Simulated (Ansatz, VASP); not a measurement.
# BaCd3Se4 in VASP and in Ansatz

```
CELL_PARAMETERS angstrom
-3.27261 3.27261 7.97922
3.27261 -3.27261 7.97922
3.27261 3.27261 -7.97922
ATOMIC_POSITIONS crystal
Ba 0.00000 0.00000 0.00000
Cd 0.50000 0.00000 0.50000
Cd 0.00000 0.50000 0.50000
Cd 0.50000 0.50000 0.00000
Se 0.67267 0.67267 0.00000
Se 0.32733 0.32733 0.00000
Se 0.81564 0.81564 0.00000
Se 0.18436 0.18436 0.00000
```

Alike in both runs: functional PBE; k mesh 3 × 3 × 3; occupations gaussian, width 0.15 eV; no spin polarisation.

Ansatz relaxed the structure, and its values are those at the end. VASP's run is a single point on that final structure, the one shown.

|  | VASP | Ansatz |
| --- | --- | --- |
| version | VASP 6.6.1 | Ansatz 0.2.0 |
| potentials or method | VASP PAW PBE potentials, release 64 (Ba_sv, Cd, Se), cutoff 520 eV | scalar-relativistic, plane waves, PAW |
| valence electrons in the cell | 70 | 134 |

```tsv
	VASP	Ansatz	Ansatz less VASP
gap on the k mesh at the Fermi level (eV)	none	none	-
pressure (GPa)	0.4	0.2	-0.19
rms of the force components (eV/Å)	0.034	0.012	-0.0215
```

A gap of «none» marks a metal or a gap that the smearing closes. The functional is the same, so the differences come from potentials, cutoffs and numerics. VASP's potentials hold 70 valence electrons a cell and Ansatz's 134, so a difference there can come from the potentials and not from the codes.

The k mesh is coarse, so the values compare programs but aren't converged. Neither program's run includes spin-orbit coupling.
